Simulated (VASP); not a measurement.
# Co (P6_3/mmc) in VASP: a series of runs

Co is run at these levels: PBE, LDA; tasks: elastic constants.

Everything below comes from runs of VASP 6.6.1. Logs are shortened: lines on timing, memory, paths and dates and some standing lists are left out, and cuts for length are marked.

### 1 The cell of the first run

It takes space group P6_3/mmc (No. 194, hexagonal). Conventional cell: a = 2.472 Å, b = 2.472 Å, c = 4.021 Å, α = 90.00°, β = 90.00°, γ = 120.00°. Within 3.3 Å of Co (site symmetry -6m2) lie 12 Co at 2.47 Å.

### 2 Elastic constants, PBE, collinear spin, ferromagnetic start

INCAR reads:

```
SYSTEM = Co
ALGO = Normal
EDIFF = 1E-8
ENCUT = 600
GGA = PE
IBRION = 6
ISIF = 3
ISMEAR = -1
ISPIN = 2
LASPH = .TRUE.
LCHARG = .FALSE.
LMAXMIX = 4
LORBIT = 11
LREAL = .FALSE.
LWAVE = .FALSE.
MAGMOM = 2 2
NBANDS = 20
NELM = 150
NFREE = 2
NSW = 1
POTIM = 0.015
PREC = Accurate
SIGMA = 0.05
```

KPOINTS reads:

```
k-points
0
G
  9 9 5
  0 0 0
```

POSCAR reads:

```
Co
1.0
    2.4719999032      0.0000000000      0.0000000000
   -1.2359999516      2.1408147143      0.0000000000
    0.0000000000      0.0000000000      4.0211440800
Co
2
Direct
    0.6666666667      0.3333333333      0.7500000000
    0.3333333333      0.6666666667      0.2500000000
```

Potentials or basis: VASP PAW PBE potentials, release 64 (Co).

On the command line:

```sh
$ cat potpaw_PBE.64/Co/POTCAR > POTCAR
$ mpirun -np 1 vasp_std > vasp.out
```

OUTCAR:

```text
SYSTEM = Co
   EDIFF = 1E-8
   ENCUT = 600
   GGA = PE
   IBRION = 6
   ISIF = 3
   ISMEAR = -1
   ISPIN = 2
   LASPH = .TRUE.
   LORBIT = 11
   LREAL = .FALSE.
   NELM = 150
   NFREE = 2
   NSW = 1
   POTIM = 0.015
   PREC = Accurate

 ion  position               nearest neighbor table
   1  0.667  0.333  0.750-   2 2.47   2 2.47   2 2.47   2 2.47   2 2.47   2 2.47
   2  0.333  0.667  0.250-   1 2.47   1 2.47   1 2.47   1 2.47   1 2.47   1 2.47

  LATTYP: Found a hexagonal cell.
 ALAT       =     2.4719999032
 C/A-ratio  =     1.6266764715

  Lattice vectors:

 A1 = (   2.4719999032,   0.0000000000,   0.0000000000)
 A2 = (  -1.2359999516,   2.1408147143,   0.0000000000)
 A3 = (   0.0000000000,   0.0000000000,   4.0211440800)

Analysis of symmetry for initial positions (statically):
=====================================================================
 Subroutine PRICEL returns:
 Original cell was already a primitive cell.

 Routine SETGRP: Setting up the symmetry group for a
 hexagonal supercell.

 Subroutine GETGRP returns: Found 24 space group operations
 (whereof 12 operations were pure point group operations)
 out of a pool of 24 trial point group operations.

The static configuration has the point symmetry D_3d.
 The point group associated with its full space group is D_6h.

Analysis of symmetry for dynamics (positions and initial velocities):
=====================================================================
 Subroutine PRICEL returns:
 Original cell was already a primitive cell.

 Routine SETGRP: Setting up the symmetry group for a
 hexagonal supercell.

 Subroutine GETGRP returns: Found 24 space group operations
 (whereof 12 operations were pure point group operations)
 out of a pool of 24 trial point group operations.

The dynamic configuration has the point symmetry D_3d.
 The point group associated with its full space group is D_6h.

Analysis of structural, dynamic, and magnetic symmetry:
=====================================================================
 Subroutine PRICEL returns:
 Original cell was already a primitive cell.

 Routine SETGRP: Setting up the symmetry group for a
 hexagonal supercell.

 Subroutine GETGRP returns: Found 24 space group operations
 (whereof 12 operations were pure point group operations)
 out of a pool of 24 trial point group operations.

The overall configuration has the point symmetry D_3d.
 The point group associated with its full space group is D_6h.

 Subroutine INISYM returns: Found 24 space group operations
 (whereof 12 operations are pure point group operations),
 and found     1 'primitive' translations

----------------------------------------------------------------------------------------

                                     Primitive cell

  volume of cell :      21.2803

  direct lattice vectors                    reciprocal lattice vectors
     2.471999903  0.000000000  0.000000000     0.404530760  0.233555943  0.000000000
    -1.235999952  2.140814714  0.000000000     0.000000000  0.467111887  0.000000000
     0.000000000  0.000000000  4.021144080     0.000000000  0.000000000  0.248685444

  length of vectors
     2.471999903  2.471999903  4.021144080     0.467111887  0.467111887  0.248685444

  position of ions in fractional coordinates (direct lattice)
     0.666666667  0.333333333  0.750000000
     0.333333333  0.666666667  0.250000000

  ion indices of the primitive-cell ions
   primitive index   ion index
                 1           1
                 2           2

----------------------------------------------------------------------------------------

 KPOINTS: k-points

Automatic generation of k-mesh.
 Grid dimensions read from file:
 generate k-points for:    9    9    5

 Generating k-lattice:

  Cartesian coordinates                     Fractional coordinates (reciprocal lattice)
     0.044947862  0.025950660  0.000000000     0.111111111 -0.000000000  0.000000000
     0.000000000  0.051901321  0.000000000     0.000000000  0.111111111  0.000000000
     0.000000000  0.000000000  0.049737089     0.000000000  0.000000000  0.200000000

  Length of vectors
[... 81 lines left out ...]
   LHFCALC =     F    Hartree Fock is set to
   AEXX    =    0.0000 exact exchange contribution
   IVDW    =     0    specifies the selected vdW correction
   LEPSILON=     F    determine dielectric tensor
   LRPA    =     F    only Hartree local field effects (RPA)
 finite differences with symmetry
 spin polarized calculation
  energy-cutoff  :      600.00
  volume of cell :       21.28
 maximum number of plane-waves:       738
 NGX is ok and might be reduce to    20
   NGX =  9   NGY =  9   NGZ = 17

--------------------------------------- Ionic step        1  -------------------------------------------

 number of electron      17.9999997 magnetization       3.0646903

 Free energy of the ion-electron system (eV)
  ---------------------------------------------------
  ext. energy  EPLUGINS =         0.00000000
  ---------------------------------------------------
  free energy    TOTEN  =       -14.07387926 eV

  energy without entropy =      -14.05662224  energy(sigma->0) =      -14.06525075

------------------------ aborting loop because EDIFF is reached ----------------------------------------

  FORCE on cell =-STRESS in cart. coord.  units (eV):
  Direction    XX          YY          ZZ          XY          YZ          ZX
  --------------------------------------------------------------------------------------
  -------------------------------------------------------------------------------------
  Total        0.3994203      0.3994203      0.2955773      0.0000000     -0.0000000      0.0000000
  in kB       30.0720841     30.0720841     22.2538139      0.0000000     -0.0000000      0.0000000
  external PRESSURE =      27.4659940 kB  Pullay stress =       0.0000000 kB
[... 89 lines left out ...]
  FREE ENERGIE OF THE ION-ELECTRON SYSTEM (eV)
  ---------------------------------------------------
  free  energy   TOTEN  =       -14.0614041474 eV

  energy  without entropy=      -14.0441997641  energy(sigma->0) =      -14.05280196

[... ionic steps 4 to 14 ...]

--------------------------------------- Ionic step       15  -------------------------------------------

 number of electron      17.9999997 magnetization       3.0647976

------------------------ aborting loop because EDIFF is reached ----------------------------------------
[... 67 lines left out ...]
--------------------------------------- Ionic step       17  -------------------------------------------

 number of electron      17.9999999 magnetization       3.0649676

 Free energy of the ion-electron system (eV)
  ---------------------------------------------------
  ext. energy  EPLUGINS =         0.00000000
  ---------------------------------------------------
  free energy    TOTEN  =       -14.07314858 eV

  energy without entropy =      -14.05593174  energy(sigma->0) =      -14.06454016

 E-fermi :  10.5505     XC(G=0): -13.5181

 val. band max:       10.5453283920   @ k =   0.3333   0.3333   0.4000
 cond. band min:      10.5539380873   @ k =   0.1111   0.0000   0.2000
 fundamental gap:      0.0086096954
 Fermi energy:        10.5504502003

 spin component 1

 k-point     1 :       0.0000    0.0000    0.0000
  band No.  band energies     occupation
      1       1.5231      1.00000
      2       5.3367      1.00000
      3       7.9047      1.00000
      4       7.9586      1.00000
      5       7.9586      1.00000
      6       8.2744      1.00000
[... 541 lines left out ...]
     19      29.1811      0.00000
     20      41.7312      0.00000

 [... further k-points ...]

 spin component 2

 k-point     1 :       0.0000    0.0000    0.0000
  band No.  band energies     occupation
      1       1.4985      1.00000
      2       6.2154      1.00000
      3       9.4517      1.00000
      4       9.5140      1.00000
      5       9.5140      1.00000
      6       9.8797      1.00000
[... 572 lines left out ...]
  FREE ENERGIE OF THE ION-ELECTRON SYSTEM (eV)
  ---------------------------------------------------
  free  energy   TOTEN  =       -14.0731485799 eV

  energy  without entropy=      -14.0559317404  energy(sigma->0) =      -14.06454016

 INTERNAL STRAIN TENSORS FROM STRAINED CELLS
 ============================================

 INTERNAL STRAIN TENSOR FOR ION    1 for displacements in x,y,z  (eV/Angst):
          X           Y           Z          XY          YZ          ZX
  --------------------------------------------------------------------------------
  x     0.00000    -0.00000     0.00000     2.94389    -0.00000    -0.00000
  y     2.94316    -2.94380    -0.00000     0.00006    -0.00009     0.00011
  z    -0.00000     0.00000     0.00000     0.00000     0.00201    -0.00000

 INTERNAL STRAIN TENSORS FROM DISPLACED ATOMS
 ============================================

 INTERNAL STRAIN TENSOR FOR ION    1 for displacements in x,y,z  (eV/Angst):
          X           Y           Z          XY          YZ          ZX
  --------------------------------------------------------------------------------
  x     0.00000     0.00000     0.00000     2.95277     0.00000     0.00000
  y     2.95277    -2.95277     0.00000    -0.00000     0.00000     0.00000
  z    -0.00000     0.00000     0.00000     0.00000     0.00000     0.00000

 INTERNAL STRAIN TENSOR FOR ION    2 for displacements in x,y,z  (eV/Angst):
          X           Y           Z          XY          YZ          ZX
  --------------------------------------------------------------------------------
  x    -0.00000     0.00000     0.00000    -2.95277     0.00000     0.00000
  y    -2.95277     2.95277     0.00000     0.00000     0.00000     0.00000
  z     0.00000    -0.00000    -0.00000     0.00000    -0.00000     0.00000

 Eigenvectors and eigenvalues of the dynamical matrix
 ----------------------------------------------------

   1 f  =    7.349456 THz    46.177991 2PiTHz  245.151448 cm-1    30.394892 meV
             X         Y         Z           dx          dy          dz
      1.236000  0.713605  3.015858     0.000000   -0.000000   -0.707107
     -0.000000  1.427210  1.005286    -0.000000   -0.000000    0.707107
[... 11 lines left out ...]
   4 f  =    0.000000 THz     0.000000 2PiTHz    0.000001 cm-1     0.000000 meV
             X         Y         Z           dx          dy          dz
      1.236000  0.713605  3.015858     0.213290    0.430443    0.518870
     -0.000000  1.427210  1.005286     0.213290    0.430443    0.518870

   5 f/i=    0.000000 THz     0.000000 2PiTHz    0.000001 cm-1     0.000000 meV
             X         Y         Z           dx          dy          dz
      1.236000  0.713605  3.015858    -0.667931    0.061042    0.223925
     -0.000000  1.427210  1.005286    -0.667931    0.061042    0.223925

   6 f/i=    0.000000 THz     0.000000 2PiTHz    0.000002 cm-1     0.000000 meV
             X         Y         Z           dx          dy          dz
      1.236000  0.713605  3.015858     0.091519   -0.557667    0.425008
     -0.000000  1.427210  1.005286     0.091519   -0.557667    0.425008

--------------------------------------------------------------------------------------------------------

 ELASTIC MODULI CONTR FROM IONIC RELAXATION (kBar)
 Direction    XX          YY          ZZ          XY          YZ          ZX
 --------------------------------------------------------------------------------
 XX        -302.1776    302.1776     -0.0000     -0.0000     -0.0000      0.0000
 YY         302.1776   -302.1776      0.0000      0.0000      0.0000      0.0000
 ZZ          -0.0000      0.0000     -0.0000     -0.0000     -0.0000      0.0000
 XY          -0.0000      0.0000     -0.0000   -302.1776     -0.0000      0.0000
 YZ          -0.0000      0.0000     -0.0000     -0.0000     -0.0000      0.0000
 ZX           0.0000      0.0000      0.0000      0.0000      0.0000      0.0000
 --------------------------------------------------------------------------------

 TOTAL ELASTIC MODULI (kBar)
 Direction    XX          YY          ZZ          XY          YZ          ZX
 --------------------------------------------------------------------------------
 XX        3813.7271   1919.8924   1294.9685     -0.0000     -0.0000      0.0000
 YY        1919.8924   3813.7271   1294.9685      0.0000      0.0000      0.0000
 ZZ        1294.9685   1294.9685   4073.1591     -0.0000     -0.0000      0.0000
 XY          -0.0000      0.0000     -0.0000    946.9174     -0.0000     -0.0000
 YZ           0.0000     -0.0000     -0.0000     -0.0000    994.9301      0.0000
 ZX           0.0000      0.0000      0.0000     -0.0000      0.0000    994.9302
 --------------------------------------------------------------------------------

 total charge

# of ion       s       p       d       tot
------------------------------------------
    1        0.495   0.536   7.280   8.311
    2        0.495   0.536   7.280   8.311
--------------------------------------------------
tot          0.990   1.072  14.561  16.623

 magnetization (x)

# of ion       s       p       d       tot
------------------------------------------
    1       -0.017  -0.059   1.628   1.552
    2       -0.017  -0.059   1.628   1.552
--------------------------------------------------
tot         -0.034  -0.119   3.256   3.103
```

Wall time 23 min (1 thread of AMD EPYC 7R43 (Zen 3), shared host); peak memory 0.25 GiB.

What came out:

* Net moment: 3.06 μB per cell
* Site moments: Co +1.55 μB
* Valence electrons inside the program's atomic spheres: Co 8.31
* Voigt bulk modulus: 230 GPa
* Highest phonon frequency at Γ: 245 cm⁻¹

Phonon frequencies in cm⁻¹ (negative: imaginary):
| q point | frequencies |
| --- | --- |
| (0.000, 0.000, 0.000) | 0 0 0 142 142 245 |

Elastic tensor in Voigt notation (GPa, in the Cartesian axes of the cell as first typed):
```
381 192 129   0   0   0
192 381 129   0   0   0
129 129 407   0   0   0
  0   0   0  99   0   0
  0   0   0   0  99   0
  0   0   0   0   0  95
```

Clamped-ion elastic tensor (GPa):
```
412 162 129   0   0   0
162 412 129   0   0   0
129 129 407   0   0   0
  0   0   0  99   0   0
  0   0   0   0  99   0
  0   0   0   0   0 125
```

Caveat: the cell is under stress, which shifts elastic constants.

### 3 Elastic constants, LDA, collinear spin, ferromagnetic start

INCAR reads:

```
SYSTEM = Co
PREC     = Accurate       ! precision mode
ENCUT    = 600            ! plane-wave cutoff, eV
EDIFF    = 1E-8           ! SCF threshold, eV
ISMEAR   = -1             ! smearing method
SIGMA    = 0.05           ! smearing width, eV
LREAL    = .FALSE.        ! projectors in reciprocal space
LASPH    = .TRUE.         ! aspherical terms in the spheres
NELM     = 150            ! most SCF steps
ALGO     = Fast           ! electronic algorithm
ISIF     = 3              ! what is computed and relaxed
LWAVE    = .FALSE.        ! write WAVECAR
LCHARG   = .FALSE.        ! write CHGCAR
ISPIN    = 2              ! spin polarisation
MAGMOM   = 2 2            ! initial moments
LORBIT   = 11             ! projections on sites
LMAXMIX  = 4              ! l up to which the mixer works
GGA      = CA             ! functional
IBRION   = 6              ! ionic algorithm
NFREE    = 2            
POTIM    = 0.015          ! step
NSW      = 1              ! ionic steps
```

KPOINTS reads:

```
regular mesh
0
G
  9 9 5
  0 0 0
```

POSCAR is that of step 2.

Potentials or basis: VASP PAW LDA potentials, release 64 (Co).

On the command line:

```sh
$ cat potpaw_LDA.64/Co/POTCAR > POTCAR
$ mpirun -np 1 vasp_std > vasp.out
```

It took 16 min on 1 thread of Oxide Virtual Turin-like, shared host; peak memory 0.22 GiB.

It converged, with:

- Net moment: 3.01 μB per cell
- Site moments: Co +1.51 μB
- Valence electrons inside the program's atomic spheres: Co 8.32
- Voigt bulk modulus: 217 GPa
- Highest phonon frequency at Γ: 224 cm⁻¹

Phonon frequencies in cm⁻¹ (negative: imaginary):
```
              q point        frequencies
(0.000, 0.000, 0.000)  0 0 0 138 138 224
```

Elastic tensor in Voigt notation (GPa, in the Cartesian axes of the cell as first typed):
```
359 173 128   0   0   0
173 359 128   0   0   0
128 128 381   0   0   0
  0   0   0  93   0   0
  0   0   0   0  93   0
  0   0   0   0   0  93
```

Clamped-ion elastic tensor (GPa):
```
381 151 128   0   0   0
151 381 128   0   0   0
128 128 381   0   0   0
  0   0   0  93   0   0
  0   0   0   0  93   0
  0   0   0   0   0 115
```

Caveat: the cell is under stress, which shifts elastic constants.
